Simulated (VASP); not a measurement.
Wanted: the native input for a VASP 6.6.1 run.

* Task: single point
* Functional: PBEsol
* Potentials or basis: VASP PAW PBE potentials, release 64 (Pb_d)
* Cutoff: 520 eV
* k mesh: 4 × 4 × 4
* Occupations: fermi-dirac, width 0.08 eV
* Spin: no spin polarisation
* Dipole correction: no
* Further INCAR settings: ALGO = Normal; EDIFF = 1e-07; NBANDS = 13

The structure of Pb lies in POSCAR:

```
Pb
1.0
   -1.9796595667      1.9796595667      1.9796595667
    1.9796595667     -1.9796595667      1.9796595667
    1.9796595667      1.9796595667     -1.9796595667
Pb
1
Direct
    0.0000000000      0.0000000000      0.0000000000
```

These files were run (other wordings do the same):

INCAR

```
SYSTEM = Pb
  PREC = Accurate
  ENCUT = 520
  EDIFF = 1E-7
  ISMEAR = -1
  SIGMA = 0.08
  LREAL = .False.
  LASPH = .True.
  NELM = 100
  ALGO = Normal
  ISIF = 2
  LWAVE = .False.
  LCHARG = .False.
  GGA = PS
  NBANDS = 13
```

KPOINTS

```
Automatic mesh
0
Gamma
  4 4 4
  0 0 0
```

Potentials or basis: VASP PAW PBE potentials, release 64 (Pb_d).

The run is started by

```bash
$ cat potpaw_PBE.64/Pb_d/POTCAR > POTCAR
$ mpirun -np 1 vasp_std > vasp.out
```

Results of the run:

```yaml
Pressure: -2.9 GPa
Band_gap_on_the_k_mesh: zero (band 7 reaches 14.26 eV, above the bottom of band 8 at 5.82 eV)
```

Caveat: the k points lie up to 0.56 Å⁻¹ apart; the PAW data sets were made with another functional, which shifts forces and pressure a little; spin-orbit coupling is left out, which moves the levels of the heavy elements.

Wall time 6.9 s on 1 thread of Intel Xeon 8259CL, on a shared host, peak memory 0.15 GiB.
